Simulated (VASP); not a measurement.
Here is a VASP 6.6.1 calculation.

The input INCAR:

```
SYSTEM = C25O
PREC = Accurate ; ENCUT = 520
EDIFF = 1E-6 ; ISMEAR = 0
SIGMA = 0.05 ; LREAL = Auto
LASPH = .True. ; NELM = 100
ALGO = Normal ; ISIF = 2
LWAVE = .False. ; LCHARG = .False.
LDIPOL = .True. ; IDIPOL = 3
DIPOL = 0.5 0.5 0.302 ; GGA = PE
NBANDS = 72
```

Contents of KPOINTS:

```
Automatic mesh
0
Gamma
  6 6 1
  0 0 0
```

File POSCAR:

```
C25O
1.0
    5.0509324483      0.0000000000      0.0000000000
   -2.5254662241      4.3742358130      0.0000000000
    0.0000000000      0.0000000000     24.3675695640
C O
25 1
Direct
    0.1666666667      0.3333333333      0.1641526041
    0.1666666667      0.8333333333      0.1641526041
    0.6666666667      0.3333333333      0.1641526041
    0.6666666667      0.8333333333      0.1641526041
    0.0000000000      0.0000000000      0.1853081253
    0.0000000000      0.5000000000      0.1853081253
    0.5000000000      0.0000000000      0.1853081253
    0.5000000000      0.5000000000      0.1853081253
    0.0000000000      0.0000000000      0.2487746889
    0.0000000000      0.5000000000      0.2487746889
    0.5000000000      0.0000000000      0.2487746889
    0.5000000000      0.5000000000      0.2487746889
    0.3333333333      0.1666666667      0.2625971826
    0.3333333333      0.6666666667      0.2625971826
    0.8333333333      0.1666666667      0.2625971826
    0.8333333333      0.6666666667      0.2625971826
    0.3333333333      0.1666666667      0.4254554106
    0.3333333333      0.6666666667      0.4254554106
    0.8333333333      0.1666666667      0.4254554106
    0.8333333333      0.6666666667      0.4254554106
    0.1666666667      0.3333333333      0.4254658856
    0.1666666667      0.8333333333      0.4254658856
    0.6666666667      0.3333333333      0.4254658856
    0.6666666667      0.8333333333      0.4254658856
    0.6666666667      0.8333333333      0.4898957827
    0.8963272317      0.9481636158      0.5136979103
```

Potentials or basis: VASP PAW PBE potentials, release 64 (C, O).

Launch:

```bash
$ cat potpaw_PBE.64/C/POTCAR potpaw_PBE.64/O/POTCAR > POTCAR
$ mpirun -np 1 vasp_std > vasp.out
```

(1) Predict the band gap on the k mesh.

(2) Predict the largest force.

## Answers

(1) zero (bands 53 and 54 overlap by 0.04 eV).

(2) 7.762 eV/Å.
